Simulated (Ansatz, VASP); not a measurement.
# Two plane-wave programs on Si

```xyz
2
Lattice="0.0000 2.7144 2.7144 2.7144 0.0000 2.7144 2.7144 2.7144 0.0000" Properties=species:S:1:pos:R:3 pbc="T T T"
Si   -0.5972   -0.7600   -0.7600
Si    0.5972    0.7600    0.7600
```

Change from the starting cell: shortest bond scaled by 0.88, PAW files.

Alike in both runs: task electric field gradients; functional PBE; k mesh 10 × 10 × 10; occupations fermi-dirac, width 0.05 eV; no spin polarisation.

|  | VASP | Ansatz |
| --- | --- | --- |
| version | VASP 6.6.1 | Ansatz 0.2.0 |
| potentials or method | VASP PAW PBE potentials, release 64 (Si) | PAW with Ansatz's default frozen-core files, scalar-relativistic |
| plane-wave cutoff (eV) | 520 | 420 |
| valence electrons in the cell | 8 | 8 |

|  | VASP | Ansatz | Ansatz less VASP |
| --- | --- | --- | --- |
| pressure (GPa) | 6.1 | 6.2 | +0.10 |
| traceless stress, the component that is largest in VASP (GPa) | -9.99 | -10.05 | -0.059 |
| rms of the force components (eV/Å) | 3.186 | 3.198 | +0.0120 |
| size of Vzz on the site where it differs most (V/Å²) | 38.4 | 34.6 | -3.87 |

Atom by atom the forces differ by 0.012 eV/Å (rms over components). The functional is the same, so the differences come from potentials, cutoffs and numerics.
